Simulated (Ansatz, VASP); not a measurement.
## Ni in VASP and in Ansatz

```
Ni
1.0
    -1.21532    1.38893    1.38893
     1.38893   -1.21532    1.38893
     1.38893    1.38893   -1.21532
Ni
1
Direct
  0.00000 0.00000 0.00000
```

Alike in both runs: task single point; functional PBEsol; k mesh 26 × 26 × 26; occupations gaussian, width 0.15 eV; collinear spin.

|  | VASP | Ansatz |
| --- | --- | --- |
| version | VASP 6.6.1 | Ansatz 0.2.0 |
| potentials or method | VASP PAW PBE potentials, release 64 (Ni), cutoff 520 eV | scalar-relativistic, plane waves, PAW |
| valence electrons in the cell | 10 | 18 |

|  | VASP | Ansatz | Ansatz less VASP |
| --- | --- | --- | --- |
| gap on the k mesh at the Fermi level (eV) | none | none | - |
| pressure (GPa) | 2.4 | 2.6 | +0.15 |
| traceless stress, the component that is largest in VASP (GPa) | -11.88 | -12.17 | -0.284 |
| net moment per atom (μB) | 0.16 | 0.18 | +0.020 |
| size of the moment on the site where the two differ most (μB) | 0.16 | 0.19 | +0.027 |

VASP's potentials were made for PBE, not for PBEsol. Site moments also hang on the region over which each program counts them. A gap of «none» marks a metal or a gap that the smearing closes. VASP's potentials hold 10 valence electrons a cell and Ansatz's 18, so a difference there can come from the potentials and not from the codes. Ansatz's warnings: look outside group, minimisation memory short.
